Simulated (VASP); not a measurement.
# SrSn15O16 (a cell with a defect) in VASP: single point with PBE

Aim: the single point of SrSn15O16 (a cell with a defect) with PBE.

Everything below comes from runs of VASP 6.6.1. Logs are shortened: lines on timing, memory, paths and dates and some standing lists are left out, and cuts for length are marked.

## (1) The cell of the first run

The cell holds a defect, 32 atoms: a = 9.248 Å, b = 9.248 Å, c = 9.248 Å, α = 107.47°, β = 107.47°, γ = 113.56°.

## (2) Single point, PBE

INCAR

```
ALGO = Normal
EDIFF = 1E-6
ENCUT = 520
GGA = PE
ISIF = 2
ISMEAR = 0
LASPH = T
LCHARG = F
LREAL = Auto
LWAVE = F
NBANDS = 180
NELECT = 318.0
NELM = 100
PREC = Accurate
SIGMA = 0.02
```

KPOINTS

```
k-points
0
Gamma
  3 3 3
```

POSCAR

```
SrSn15O16
1.0
    7.7365256449      0.0000000000      5.0662400534
   -7.7365256449      0.0000000000      5.0662400534
    0.0000000000     -7.7365256449     -5.0662400534
Sr Sn O
1 15 16
Direct
    1.0007991136      0.5007991136      0.2500000000
    0.2416023065      0.7416023065      0.7505197578
    0.2416023065      0.2410825486      0.2500000000
    0.7410825486      0.7416023065      0.2500000000
    0.9930109116      0.9930109116      0.7500000000
    0.4930109116      0.4930109116      0.7500000000
    0.4971745949      0.9971745949      0.2500000000
    0.7410825486      0.2410825486      0.7494802422
    0.5116891236      0.7604628907      0.5012262329
    0.7561133071      0.0071941127      1.0010808056
    0.7561133071      0.5050325016      0.4989191944
    0.2604628907      0.0116891236      0.5012262329
    0.5071941127      0.2561133071      1.0010808056
    0.0092366578      0.7604628907      0.9987737671
    0.0050325016      0.2561133071      0.4989191944
    0.2604628907      0.5092366578      0.9987737671
    0.0015464419      0.2377512190      0.2500000000
    0.2521791157      0.4991947585      0.7528891667
    0.2530679677      1.0028299401      0.2500000000
    0.7377512190      0.5015464419      0.2500000000
   -0.0008052415      0.7521791157      0.7528891667
    0.4963055917      0.2492899489      0.7471108333
    0.5028299401      0.7530679677      0.2500000000
    0.7492899489     -0.0036944083      0.7471108333
    0.2521791157      0.2492899489      0.5029843572
    0.4963055917      0.4991947585      0.9970156428
    0.5028299401      0.0028299401      0.4997619724
    0.0015464419      0.5015464419      0.5137952229
    0.2530679677      0.7530679677      1.0002380276
    0.7377512190      0.2377512190      0.9862047771
    0.7492899489      0.7521791157      0.5029843572
   -0.0008052415     -0.0036944083      0.9970156428
```

Potentials or basis: VASP PAW PBE potentials, release 64 (Sr_sv, Sn_d, O).

On the command line:

```sh
$ cat potpaw_PBE.64/Sr_sv/POTCAR potpaw_PBE.64/Sn_d/POTCAR potpaw_PBE.64/O/POTCAR > POTCAR
$ mpirun -np 1 vasp_std > vasp.out
```

OUTCAR:

```text
EDIFF = 1E-6
   ENCUT = 520
   GGA = PE
   ISIF = 2
   ISMEAR = 0
   LASPH = T
   LREAL = Auto
   NELECT = 318.0
   NELM = 100
   PREC = Accurate

 ion  position               nearest neighbor table
   1  0.001  0.501  0.250-  17 2.44  20 2.44  30 2.44  28 2.44  10 3.68  13 3.68  11 3.68  15 3.68
                            14 3.80  16 3.80   9 3.80  12 3.80   2 3.87   8 3.87   4 3.87   3 3.87
   2  0.242  0.742  0.751-  28 2.21  29 2.25  18 2.29  21 2.29  14 3.60  16 3.60  15 3.63  11 3.63
                             1 3.87
   3  0.242  0.241  0.250-  17 2.21  19 2.25  25 2.29  32 2.29  12 3.60  14 3.60  15 3.63  10 3.63
                             1 3.87
   4  0.741  0.742  0.250-  20 2.21  23 2.25  26 2.29  31 2.29   9 3.60  16 3.60  11 3.63  13 3.63
                             1 3.87
   5  0.993  0.993  0.750-  21 2.26  31 2.26  32 2.26  24 2.26   9 3.60  14 3.60  11 3.65  10 3.65

   6  0.493  0.493  0.750-  18 2.26  25 2.26  26 2.26  22 2.26  12 3.60  16 3.60  15 3.65  13 3.65

   7  0.497  0.997  0.250-  19 2.28  23 2.28  27 2.28  29 2.28  14 3.65  16 3.65   9 3.65  12 3.65

   8  0.741  0.241  0.749-  30 2.21  27 2.25  22 2.29  24 2.29   9 3.60  12 3.60  10 3.63  13 3.63
                             1 3.87
   9  0.512  0.760  0.501-  31 2.22  24 2.22  27 2.28  23 2.28   4 3.60   8 3.60   5 3.60   7 3.65
                             1 3.80
  10  0.756  0.007  0.001-  17 2.25  30 2.25  24 2.30  32 2.30   8 3.63   3 3.63   5 3.65   1 3.68

  11  0.756  0.505  0.499-  20 2.25  28 2.25  31 2.30  21 2.30   4 3.63   2 3.63   5 3.65   1 3.68

  12  0.260  0.012  0.501-  25 2.22  22 2.22  19 2.28  27 2.28   3 3.60   8 3.60   6 3.60   7 3.65
                             1 3.80
  13  0.507  0.256  0.001-  20 2.25  30 2.25  22 2.30  26 2.30   8 3.63   4 3.63   6 3.65   1 3.68

  14  0.009  0.760  0.999-  32 2.22  21 2.22  29 2.28  19 2.28   3 3.60   2 3.60   5 3.60   7 3.65
                             1 3.80
  15  0.005  0.256  0.499-  17 2.25  28 2.25  25 2.30  18 2.30   3 3.63   2 3.63   6 3.65   1 3.68

  16  0.260  0.509  0.999-  26 2.22  18 2.22  29 2.28  23 2.28   4 3.60   2 3.60   6 3.60   7 3.65
                             1 3.80
  17  0.002  0.238  0.250-   3 2.21  15 2.25  10 2.25   1 2.44
  18  0.252  0.499  0.753-  16 2.22   6 2.26   2 2.29  15 2.30
  19  0.253  0.003  0.250-   3 2.25   7 2.28  14 2.28  12 2.28
  20  0.738  0.502  0.250-   4 2.21  11 2.25  13 2.25   1 2.44
  21  0.999  0.752  0.753-  14 2.22   5 2.26   2 2.29  11 2.30
  22  0.496  0.249  0.747-  12 2.22   6 2.26   8 2.29  13 2.30
[... 8 lines left out ...]
  31  0.749  0.752  0.503-   9 2.22   5 2.26   4 2.29  11 2.30
  32  0.999  0.996  0.997-  14 2.22   5 2.26   3 2.29  10 2.30

  LATTYP: Found a body centered tetragonal cell.
 ALAT       =    10.9410994927
 C/A-ratio  =     0.9260934071

  Lattice vectors:

 A1 = (   7.7365256449,   0.0000000000,   5.0662400534)
 A2 = (  -7.7365256449,   0.0000000000,   5.0662400534)
 A3 = (   0.0000000000,  -7.7365256449,  -5.0662400534)

Analysis of symmetry for initial positions (statically):
=====================================================================
 Subroutine PRICEL returns:
 Original cell was already a primitive cell.

 Routine SETGRP: Setting up the symmetry group for a
 body centered tetragonal supercell.

 Subroutine GETGRP returns: Found  8 space group operations
 (whereof  1 operations were pure point group operations)
 out of a pool of 16 trial point group operations.

The static configuration has the point symmetry C_1 .
 The point group associated with its full space group is C_4v.

Analysis of symmetry for dynamics (positions and initial velocities):
=====================================================================
 Subroutine PRICEL returns:
 Original cell was already a primitive cell.

 Routine SETGRP: Setting up the symmetry group for a
 body centered tetragonal supercell.

 Subroutine GETGRP returns: Found  8 space group operations
 (whereof  1 operations were pure point group operations)
 out of a pool of 16 trial point group operations.

The dynamic configuration has the point symmetry C_1 .
 The point group associated with its full space group is C_4v.

 Subroutine INISYM returns: Found  8 space group operations
 (whereof  1 operations are pure point group operations),
 and found     1 'primitive' translations

----------------------------------------------------------------------------------------

                                     Primitive cell

  volume of cell :     606.4677

  direct lattice vectors                    reciprocal lattice vectors
     7.736525645  0.000000000  5.066240053     0.064628494 -0.064628494  0.098692520
    -7.736525645  0.000000000  5.066240053    -0.064628494 -0.064628494  0.098692520
     0.000000000 -7.736525645 -5.066240053     0.000000000 -0.129256988  0.000000000

  length of vectors
     9.247735795  9.247735795  9.247735795     0.134513561  0.134513561  0.129256988

  position of ions in fractional coordinates (direct lattice)
     0.000799114  0.500799114  0.250000000
     0.241602306  0.741602306  0.750519758
     0.241602306  0.241082549  0.250000000
     0.741082549  0.741602306  0.250000000
     0.993010912  0.993010912  0.750000000
     0.493010912  0.493010912  0.750000000
[... 24 lines left out ...]
     0.749289949  0.752179116  0.502984357
     0.999194759  0.996305592  0.997015643

  ion indices of the primitive-cell ions
   primitive index   ion index
                 1           1
                 2           2
                 3           3
                 4           4
                 5           5
                 6           6
[... 24 lines left out ...]
                31          31
                32          32

----------------------------------------------------------------------------------------

 KPOINTS: k-points

Automatic generation of k-mesh.
 Grid dimensions read from file:
 generate k-points for:    3    3    3

 Generating k-lattice:

  Cartesian coordinates                     Fractional coordinates (reciprocal lattice)
     0.021542831 -0.021542831  0.032897507     0.333333333  0.000000000  0.000000000
    -0.021542831 -0.021542831  0.032897507     0.000000000  0.333333333  0.000000000
     0.000000000 -0.043085663  0.000000000     0.000000000  0.000000000  0.333333333

  Length of vectors
     0.044837854  0.044837854  0.043085663

  Shift w.r.t. Gamma in fractional coordinates (k-lattice)
     0.000000000  0.000000000  0.000000000

 Subroutine IBZKPT returns following result:
 ===========================================

 Found      6 irreducible k-points:

 Following reciprocal coordinates:
            Coordinates               Weight
  0.000000  0.000000  0.000000      1.000000
  0.333333 -0.000000  0.000000      8.000000
  0.333333  0.333333  0.000000      8.000000
 -0.333333  0.333333  0.000000      4.000000
 -0.333333  0.333333  0.333333      4.000000
 -0.333333 -0.333333  0.333333      2.000000
   k-points           NKPTS =      6   k-points in BZ     NKDIM =      6   number of bands    NBANDS=    180
   number of dos      NEDOS =    301   number of ions     NIONS =     32
   total plane-waves  NPLWV = 343000
   dimension x,y,z NGX =    70 NGY =   70 NGZ =   70
   dimension x,y,z NGXF=   140 NGYF=  140 NGZF=  140
   ions per type =               1  15  16
   NGX,Y,Z   is equivalent  to a cutoff of  12.58, 12.58, 12.58 a.u.
   NGXF,Y,Z  is equivalent  to a cutoff of  25.17, 25.17, 25.17 a.u.
 SYSTEM =  unknown system
   PREC   = accura    normal or accurate (medium, high low for compatibility)
   ISTART =      0    job   : 0-new  1-cont  2-samecut
   ICHARG =      2    charge: 1-file 2-atom 10-const
   ISPIN  =      1    spin polarized calculation?
   LNONCOLLINEAR =      F non collinear calculations
   LSORBIT =      F    spin-orbit coupling
   LASPH  =      T    aspherical Exc in radial PAW
   ENCUT  =  520.0 eV  38.22 Ry    6.18 a.u.  17.19 17.19 17.19*2*pi/ulx,y,z
   NELM   =    100;   NELMIN=  2; NELMDL= -5     # of ELM steps
   EDIFF  = 0.1E-05   stopping-criterion for ELM
   LREAL  =      T    real-space projection
   EDIFFG = 0.1E-04   stopping-criterion for IOM
   NSW    =      0    number of steps for IOM
   IBRION =     -1    ionic relax: 0-MD 1-quasi-New 2-CG
   NFREE  =      0    steps in history (QN), initial steepest desc. (CG)
   ISIF   =      2    stress and relaxation
   ISYM   =      2    0-nonsym 1-usesym 2-fastsym
   POTIM  = 0.5000    time-step for ionic-motion
   TEBEG  =    0.0;   TEEND  =   0.0 temperature during run
   PSTRESS=    0.0 pullay stress
   NELECT =     318.0000    total number of electrons
   NUPDOWN=      -1.0000    fix difference up-down
   EMIN   =  10.00;   EMAX   =-10.00  energy-range for DOS
   EFERMI =   0.00;   METHOD = LEGACY
   ISMEAR =     0;   SIGMA  =   0.02  broadening in eV -4-tet -1-fermi 0-gaus
   EFERMI_NEDOS =   21; number of points for ismear=-14 and -15
   IALGO  =     38    algorithm
   IMIX   =      4    mixing-type and parameters
     AMIX     =   0.40;   BMIX     =  1.00
     AMIX_MAG =   1.60;   BMIX_MAG =  1.00
  volume/ion in A,a.u.               =      18.95       127.90
  Fermi-wavevector in a.u.,A,eV,Ry     =   1.320124  2.494672 23.711236  1.742727
  Thomas-Fermi vector in A             =   2.449973
   LORBIT       =      0    0 simple, 1 ext, 2 COOP (PROOUT), +10 PAW based schemes
   GGA     = PE    functional components
   LHFCALC =     F    Hartree Fock is set to
   AEXX    =    0.0000 exact exchange contribution
   IVDW    =     0    specifies the selected vdW correction
   LEPSILON=     F    determine dielectric tensor
   LRPA    =     F    only Hartree local field effects (RPA)
 non-spin polarized calculation
 Gauss-broadening in eV      SIGMA  =   0.02
  energy-cutoff  :      520.00
  volume of cell :      606.47
 maximum number of plane-waves:     16347
 NGX is ok and might be reduce to    70
   NGX = 35   NGY = 35   NGZ = 35

 number of electron     317.9999969 magnetization

 Free energy of the ion-electron system (eV)
  ---------------------------------------------------
  ext. energy  EPLUGINS =         0.00000000
  ---------------------------------------------------
  free energy    TOTEN  =      -168.34123848 eV

  energy without entropy =     -168.33985755  energy(sigma->0) =     -168.34054802

 E-fermi :   7.1774     XC(G=0):  -9.9067

 val. band max:        7.1387896977   @ k =  -0.3333   0.3333   0.0000
 cond. band min:       7.1867717355   @ k =  -0.3333   0.3333   0.3333
 fundamental gap:      0.0479820378
 Fermi energy:         7.1773741747

 k-point     1 :       0.0000    0.0000    0.0000
  band No.  band energies     occupation
      1     -28.8311      2.00000
      2     -15.7812      2.00000
      3     -15.7500      2.00000
      4     -15.7500      2.00000
      5     -15.7310      2.00000
      6     -15.7146      2.00000
[... 1033 lines left out ...]
    170       8.5297      0.00000
    171       8.5458      0.00000
 [bands above 171 left out]

------------------------ aborting loop because EDIFF is reached ----------------------------------------

  FORCE on cell =-STRESS in cart. coord.  units (eV):
  Direction    XX          YY          ZZ          XY          YZ          ZX
  --------------------------------------------------------------------------------------
  -------------------------------------------------------------------------------------
  Total       20.6152466     20.6152466     15.8322325      0.0000000      0.0000000      0.0000000
  in kB       54.4617281     54.4617281     41.8258758      0.0000000      0.0000000      0.0000000
  external PRESSURE =      50.2497773 kB  Pullay stress =       0.0000000 kB

 VOLUME and BASIS-vectors are now :
 -----------------------------------------------------------------------------
  energy-cutoff  :      520.00
  volume of cell :      606.47
      direct lattice vectors                 reciprocal lattice vectors
     7.736525645  0.000000000  5.066240053     0.064628494 -0.064628494  0.098692520
    -7.736525645  0.000000000  5.066240053    -0.064628494 -0.064628494  0.098692520
     0.000000000 -7.736525645 -5.066240053     0.000000000 -0.129256988  0.000000000

 POSITION                                       TOTAL-FORCE (eV/Angst)
 -----------------------------------------------------------------------------------
     -3.86826     -1.93413      1.27466         0.000000     -0.000000      0.099599
     -3.86826     -5.80642      1.17884         0.000000     -0.014088      0.070147
      0.00402     -1.93413      1.17884         0.014088     -0.000000      0.070147
     -0.00402     -1.93413      6.24508        -0.014088     -0.000000      0.070147
      0.00000     -5.80239      6.26198        -0.000000     -0.000000      0.076440
      0.00000     -5.80239      1.19574         0.000000     -0.000000      0.076440
[... 24 lines left out ...]
     -0.02235     -3.89135      5.05856         0.027771     -0.002187      0.003465
      0.02235     -7.71344      5.05856        -0.027771      0.002187      0.003465
 -----------------------------------------------------------------------------------
    total drift:                               -0.000000     -0.000002     -0.014767

  FREE ENERGIE OF THE ION-ELECTRON SYSTEM (eV)
  ---------------------------------------------------
  free  energy   TOTEN  =      -168.3412384849 eV

  energy  without entropy=     -168.3398575527  energy(sigma->0) =     -168.34054802
```

Wall time 81 min (1 thread of Intel Xeon 8259CL, shared host); peak memory 0.91 GiB.

Results:

* Free energy: -168.3412 eV
* Largest force: 0.100 eV/Å

Forces on the atoms (eV/Å):
```
Sr   0.000  0.000  0.100
Sn   0.000 -0.014  0.070
Sn   0.014  0.000  0.070
Sn  -0.014  0.000  0.070
Sn   0.000  0.000  0.076
Sn   0.000  0.000  0.076
Sn   0.000  0.000  0.083
Sn   0.000  0.014  0.070
Sn  -0.016  0.016 -0.096
Sn   0.025  0.025 -0.065
Sn  -0.025 -0.025 -0.065
Sn   0.016  0.016 -0.096
Sn  -0.025  0.025 -0.065
Sn   0.016 -0.016 -0.096
Sn   0.025 -0.025 -0.065
Sn  -0.016 -0.016 -0.096
O    0.012  0.000 -0.009
O    0.002  0.028  0.003
O   -0.017  0.000  0.009
O   -0.012  0.000 -0.009
O   -0.002  0.028  0.003
O   -0.002 -0.028  0.003
O    0.017  0.000  0.009
O    0.002 -0.028  0.003
O   -0.028 -0.002  0.003
O    0.028  0.002  0.003
O    0.000 -0.017  0.009
O    0.000 -0.012 -0.009
O    0.000  0.017  0.009
O    0.000  0.012 -0.009
O    0.028 -0.002  0.003
O   -0.028  0.002  0.003
```

Caveat: the cell carries a net charge on a neutralising background, which shifts energy and pressure; the cell is charged against a uniform background, so pressure and absolute levels hang on convention; spin-orbit coupling is left out, which moves the levels of the heavy elements.
